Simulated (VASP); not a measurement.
Sn: single point with r2SCAN

Crystal: Sn.

```
CELL_PARAMETERS angstrom
0.00000 3.30515 3.30515
3.30515 0.00000 3.30515
3.30515 3.30515 0.00000
ATOMIC_POSITIONS crystal
Sn 0.00000 0.00000 0.00000
Sn 0.25000 0.25000 0.25000
```

This isn't the form of Sn at room conditions, which is tetragonal (white tin).

- Program: VASP 6.6.1
- Task: single point
- Functional: r2SCAN
- Potentials or basis: VASP PAW PBE potentials, release 64 (Sn_d)
- Cutoff: 520 eV
- k mesh: 9 × 9 × 9
- Occupations: fermi-dirac, width 0.1 eV
- Spin: no spin polarisation

The pressure is -0.8 GPa and the band gap on the k mesh is zero (filled and empty bands touch).

Levels at points of the mesh, in eV from the Fermi level:
| k point | band 12 | band 13 | band 14 | band 15 | band 16 | band 17 |
| --- | --- | --- | --- | --- | --- | --- |
| (0.00, 0.00, 0.00) | -0.74 | 0.03 | 0.03 | 0.03 | 2.24 | 2.24 |

Wall time 110 s on 1 thread of AMD EPYC 9R45 96-Core Processor (Zen 5) (shared host), peak memory 0.2 GiB.

Caveat: the PAW data sets were made with another functional, which shifts forces and pressure a little; spin-orbit coupling is left out, which moves the levels of the heavy elements.
